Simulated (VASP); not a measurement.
Write the native input for VASP 6.6.1 that does the following.

| Property | Result |
| --- | --- |
| Task | relaxation of cell and atoms |
| Functional | r2SCAN |
| Potentials or basis | VASP PAW PBE potentials, release 64 (B, N) |
| Cutoff | 600 eV |
| k mesh | 10 × 10 × 10 |
| Occupations | fermi-dirac, width 0.02 eV |
| Spin | no spin polarisation |
| Dipole correction | no |
| Further INCAR settings | ALGO = Normal; EDIFF = 1e-06; IBRION = 2; EDIFFG = -0.005; NSW = 80; ISIF = 3 |

BN:

```
B N
1.0
     2.32201    0.00000    0.00000
     0.00000    2.32201    0.00000
     0.00000    0.00000    2.32201
B N
1 1
Direct
  0.00000 0.00000 0.00000
  0.50000 0.50000 0.50000
```

One way to write it, as run:

POSCAR

```
BN
1.0
    2.3220077487      0.0000000000      0.0000000000
    0.0000000000      2.3220077487      0.0000000000
    0.0000000000      0.0000000000      2.3220077487
B N
1 1
Direct
    0.0000000000      0.0000000000      0.0000000000
    0.5000000000      0.5000000000      0.5000000000
```

INCAR.step1

```
SYSTEM = BN
  PREC = Accurate
  ENCUT = 600
  ISMEAR = -1
  SIGMA = 0.02
  LREAL = .FALSE.
  LASPH = .TRUE.
  NELM = 100
  GGA = PE
  ALGO = Normal
  EDIFF = 1E-4
  LWAVE = .TRUE.
  LCHARG = .FALSE.
```

INCAR.step2

```
SYSTEM = BN
  PREC = Accurate
  ENCUT = 600
  EDIFF = 1E-6
  ISMEAR = -1
  SIGMA = 0.02
  LREAL = .FALSE.
  LASPH = .TRUE.
  NELM = 100
  ALGO = Normal
  ISIF = 3
  LWAVE = .FALSE.
  LCHARG = .FALSE.
  METAGGA = R2SCAN
  LMIXTAU = .TRUE.
  IBRION = 2
  NSW = 80
  EDIFFG = -0.005
  ISTART = 1
```

KPOINTS

```
regular mesh
0
G
  10 10 10
  0 0 0
```

Potentials or basis: VASP PAW PBE potentials, release 64 (B, N).

The run is started by

```sh
$ cat potpaw_PBE.64/B/POTCAR potpaw_PBE.64/N/POTCAR > POTCAR
$ cp INCAR.step1 INCAR
$ mpirun -np 1 vasp_std > vasp.out
$ cp INCAR.step2 INCAR
$ mpirun -np 1 vasp_std > vasp.out
```

It gave:

| Property | Result |
| --- | --- |
| Relaxed volume | 6.20 Å³/atom |
| Relaxed cell | a = 2.315 Å, b = 2.315 Å, c = 2.315 Å, α = 90.00°, β = 90.00°, γ = 90.00° |
| Space group after relaxing (to 0.05 Å) | Pm-3m (No. 221) |
| Energy gained by relaxing | 0.4 meV/atom |
| Ionic steps | 3 |
| Pressure after relaxing | 0.0 GPa |
| Band gap on the k mesh | zero (band 4 reaches 10.03 eV, above the bottom of band 5 at 6.59 eV) |

Caveat: the PAW data sets were made with another functional, which shifts forces and pressure a little.

It took 49 s on 1 thread of Intel(R) Xeon(R) Platinum 8375C CPU @ 2.90GHz (Ice Lake), with other jobs on the host, peak memory 0.12 GiB.
